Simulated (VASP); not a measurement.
Set up this calculation in VASP 6.6.1, as the native input.

* Task: single point
* Functional: PBE
* Potentials or basis: VASP PAW PBE potentials, release 64 (Tl_d, Mo_sv)
* Cutoff: 520 eV
* k mesh: 18 × 18 × 12
* Occupations: gaussian, width 0.1 eV
* Spin: no spin polarisation
* Dipole correction: no
* Further INCAR settings: ALGO = Fast; EDIFF = 1e-06; NBANDS = 20

The structure of TlMo lies in POSCAR:

```
TlMo
1.0
    2.9562758279      0.0000000000      0.0000000000
    0.0000000000      2.9562758279      0.0000000000
    0.0000000000      0.0000000000      4.4505776964
Tl Mo
1 1
Direct
    0.5000000000      0.5000000000      0.5000000000
    0.0000000000      0.0000000000      0.0000000000
```

These files were run (other wordings do the same):

INCAR

```
SYSTEM = TlMo
PREC = Accurate ; ENCUT = 520
EDIFF = 1E-6 ; ISMEAR = 0
SIGMA = 0.1 ; LREAL = .False.
LASPH = .True. ; NELM = 60
ALGO = Fast ; ISIF = 2
LWAVE = .False. ; LCHARG = .False.
GGA = PE ; NBANDS = 20
```

KPOINTS

```
regular mesh
0
Gamma
  18 18 12
  0 0 0
```

Potentials or basis: VASP PAW PBE potentials, release 64 (Tl_d, Mo_sv).

The run is started by

```bash
$ cat potpaw_PBE.64/Tl_d/POTCAR potpaw_PBE.64/Mo_sv/POTCAR > POTCAR
$ mpirun -np 1 vasp_std > vasp.out
```

It gave:

```json
{
 "Pressure": "0.1 GPa",
 "Band gap on the k mesh": "zero (an odd number of electrons rules out a gap without spin polarisation)"
}
```

Caveat: spin-orbit coupling is left out, which moves the levels of the heavy elements.

Run time: 5.1 min on 1 thread of Oxide Virtual Turin-like Processor (shared host), peak memory 0.36 GiB.
